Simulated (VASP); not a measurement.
# Hf (P6_3/mmc) in VASP: further runs, part 2 of 2

VASP 6.6.1. Earlier steps stand in the parts before.

## 5. Single point, PBEsol (zz strain of +1 %)

Input file INCAR:

```
ALGO = Normal ; EDIFF = 1E-6
ENCUT = 520 ; GGA = PS
ISIF = 2 ; ISMEAR = -1
LASPH = True ; LCHARG = False
LREAL = False ; LWAVE = False
NBANDS = 17 ; NELM = 100
PREC = Accurate ; SIGMA = 0.05
```

Input file KPOINTS:

```
k-points
0
Gamma
  13 13 7
```

Input file POSCAR:

```
Hf
1.0
    3.1966985242      0.0000000000      0.0000000000
   -1.5983492621      2.7684221302      0.0000000000
    0.0000000000      0.0000000000      5.1083780000
Hf
2
Direct
    0.3333333333      0.6666666667      0.2500000000
    0.6666666667      0.3333333333      0.7500000000
```

Potentials or basis: VASP PAW PBE potentials, release 64 (Hf_pv).

On the command line:

```sh
cat potpaw_PBE.64/Hf_pv/POTCAR > POTCAR
mpirun -np 1 vasp_std > vasp.out
```

OUTCAR:

```text
EDIFF = 1E-6
   ENCUT = 520
   GGA = PS
   ISIF = 2
   ISMEAR = -1
   LASPH = True
   LREAL = False
   NELM = 100
   PREC = Accurate

 ion  position               nearest neighbor table
   1  0.333  0.667  0.250-   2 3.15   2 3.15   2 3.15   2 3.15   2 3.15   2 3.15
   2  0.667  0.333  0.750-   1 3.15   1 3.15   1 3.15   1 3.15   1 3.15   1 3.15

  LATTYP: Found a hexagonal cell.
 ALAT       =     3.1966985242
 C/A-ratio  =     1.5980168168

  Lattice vectors:

 A1 = (   3.1966985242,   0.0000000000,   0.0000000000)
 A2 = (  -1.5983492621,   2.7684221302,   0.0000000000)
 A3 = (   0.0000000000,   0.0000000000,   5.1083780000)

Analysis of symmetry for initial positions (statically):
=====================================================================
 Subroutine PRICEL returns:
 Original cell was already a primitive cell.

 Routine SETGRP: Setting up the symmetry group for a
 hexagonal supercell.

 Subroutine GETGRP returns: Found 24 space group operations
 (whereof 12 operations were pure point group operations)
 out of a pool of 24 trial point group operations.

The static configuration has the point symmetry D_3d.
 The point group associated with its full space group is D_6h.

Analysis of symmetry for dynamics (positions and initial velocities):
=====================================================================
 Subroutine PRICEL returns:
 Original cell was already a primitive cell.

 Routine SETGRP: Setting up the symmetry group for a
 hexagonal supercell.

 Subroutine GETGRP returns: Found 24 space group operations
 (whereof 12 operations were pure point group operations)
 out of a pool of 24 trial point group operations.

The dynamic configuration has the point symmetry D_3d.
 The point group associated with its full space group is D_6h.

 Subroutine INISYM returns: Found 24 space group operations
 (whereof 12 operations are pure point group operations),
 and found     1 'primitive' translations

[... 106 lines left out ...]
   NUPDOWN=      -1.0000    fix difference up-down
   EMIN   =  10.00;   EMAX   =-10.00  energy-range for DOS
   EFERMI =   0.00;   METHOD = LEGACY
   ISMEAR =    -1;   SIGMA  =   0.05  broadening in eV -4-tet -1-fermi 0-gaus
   EFERMI_NEDOS =   21; number of points for ismear=-14 and -15
   IALGO  =     38    algorithm
   IMIX   =      4    mixing-type and parameters
     AMIX     =   0.40;   BMIX     =  1.00
     AMIX_MAG =   1.60;   BMIX_MAG =  1.00
  volume/ion in A,a.u.               =      22.60       152.54
  Fermi-wavevector in a.u.,A,eV,Ry     =   1.247419  2.357281 21.171415  1.556055
  Thomas-Fermi vector in A             =   2.381552
   LORBIT       =      0    0 simple, 1 ext, 2 COOP (PROOUT), +10 PAW based schemes
   GGA     = PS    functional components
   LHFCALC =     F    Hartree Fock is set to
   AEXX    =    0.0000 exact exchange contribution
   IVDW    =     0    specifies the selected vdW correction
   LEPSILON=     F    determine dielectric tensor
   LRPA    =     F    only Hartree local field effects (RPA)
 non-spin polarized calculation
  energy-cutoff  :      520.00
  volume of cell :       45.21
 maximum number of plane-waves:      1233
 NGX is ok and might be reduce to    24
   NGX = 11   NGY = 11   NGZ = 19

 number of electron      20.0000007 magnetization

 Free energy of the ion-electron system (eV)
  ---------------------------------------------------
  ext. energy  EPLUGINS =         0.00000000
  ---------------------------------------------------
  free energy    TOTEN  =       -20.97545406 eV

  energy without entropy =      -20.96176702  energy(sigma->0) =      -20.96861054

 E-fermi :   4.6842     XC(G=0): -11.3441

 val. band max:        4.6828374724   @ k =   0.3077   0.2308   0.4286
 cond. band min:       4.6973446663   @ k =   0.3846   0.2308   0.2857
 fundamental gap:      0.0145071939
 Fermi energy:         4.6841935205

 k-point     1 :       0.0000    0.0000    0.0000
  band No.  band energies     occupation
      1     -26.3392      2.00000
      2     -25.6156      2.00000
      3     -25.6156      2.00000
      4     -25.5136      2.00000
      5     -25.4973      2.00000
      6     -25.4973      2.00000
[... 457 lines left out ...]
      4     -25.6487      2.00000
      5     -25.5478      2.00000
      6     -25.5224      2.00000
[... 9 lines left out ...]
     16       7.4446      0.00000
     17      10.3655      0.00000

 [... further k-points ...]
[... 5 lines left out ...]
  --------------------------------------------------------------------------------------
  -------------------------------------------------------------------------------------
  Total       -1.3033906     -1.3033906     -1.7342248      0.0000000     -0.0000000      0.0000000
  in kB      -46.1921463    -46.1921463    -61.4609071      0.0000000     -0.0000000      0.0000000
  external PRESSURE =     -51.2817332 kB  Pullay stress =       0.0000000 kB

 VOLUME and BASIS-vectors are now :
 -----------------------------------------------------------------------------
  energy-cutoff  :      520.00
  volume of cell :       45.21
      direct lattice vectors                 reciprocal lattice vectors
     3.196698524  0.000000000  0.000000000     0.312822743  0.180608295  0.000000000
    -1.598349262  2.768422130  0.000000000     0.000000000  0.361216589  0.000000000
     0.000000000  0.000000000  5.108378000     0.000000000  0.000000000  0.195756853

 POSITION                                       TOTAL-FORCE (eV/Angst)
 -----------------------------------------------------------------------------------
     -0.00000      1.84561      1.27709        -0.000000      0.000000      0.000000
      1.59835      0.92281      3.83128         0.000000      0.000000      0.000000
 -----------------------------------------------------------------------------------
    total drift:                                0.000000     -0.000000      0.000000

  FREE ENERGIE OF THE ION-ELECTRON SYSTEM (eV)
  ---------------------------------------------------
  free  energy   TOTEN  =       -20.9754540589 eV

  energy  without entropy=      -20.9617670234  energy(sigma->0) =      -20.96861054
```

stdout:

```text
POSCAR found type information on POSCAR Hf
 POSCAR found :  1 types and       2 ions
 scaLAPACK will be used
 -----------------------------------------------------------------------------
|                                                                             |
|                                                                             |
|     You enforced a specific xc type in the INCAR file but a different       |
|     I HOPE YOU KNOW WHAT YOU ARE DOING!                                     |
|                                                                             |
 -----------------------------------------------------------------------------

 LDA part: xc-table for (Slater+PW92), standard interpolation
 POSCAR, INCAR and KPOINTS ok, starting setup
 FFT: planning ... GRIDC
 FFT: planning ... GRID_SOFT
 FFT: planning ... GRID
 WAVECAR not read
 entering main loop
```

It took 66 s on 1 thread of Intel Xeon 8259CL, shared host; peak memory 0.19 GiB.

What came out:

```yaml
Free_energy: -20.9755 eV
Pressure: -5.1 GPa
Band_gap_on_the_k_mesh: zero (band 10 reaches 5.87 eV, above the bottom of band 11 at 4.31 eV)
```

Levels at points of the mesh, in eV from the Fermi level:
| k point | band 8 | band 9 | band 10 | band 11 | band 12 | band 13 |
| --- | --- | --- | --- | --- | --- | --- |
| (0.00, 0.00, 0.00) | -3.71 | 0.56 | 1.19 | 1.19 | 1.35 | 1.97 |

Caveat: the cell differs from its parent crystal (zz strain of +1 %); the PAW data sets were made with another functional, which shifts forces and pressure a little; spin-orbit coupling is left out, which moves the levels of the heavy elements.

## 6. Overview

```csv
cell,gap on the mesh (eV),pressure (GPa)
"a = 3.133, b = 3.133, c = 5.058 Å, angles 90.0, 90.0, 120.0°, 2 atoms",none,0.2
"a = 3.229, b = 3.229, c = 5.058 Å, angles 90.0, 90.0, 120.0°, 2 atoms",none,-6.0
"a = 3.197, b = 3.197, c = 5.007 Å, angles 90.0, 90.0, 120.0°, 2 atoms",none,-3.0
"a = 3.197, b = 3.197, c = 5.108 Å, angles 90.0, 90.0, 120.0°, 2 atoms",none,-5.1
```

Alike in all rows: task single point; level PBEsol; potentials or basis VASP PAW PBE potentials, release 64 (Hf_pv); no spin polarisation; k mesh 13 × 13 × 7; cutoff (eV) 520; smearing fermi-dirac 0.05 eV.

Caveats: the PAW data sets were made with another functional, which shifts forces and pressure a little; spin-orbit coupling is left out, which moves the levels of the heavy elements.

Absolute energies hang on the potentials; compare differences alone.
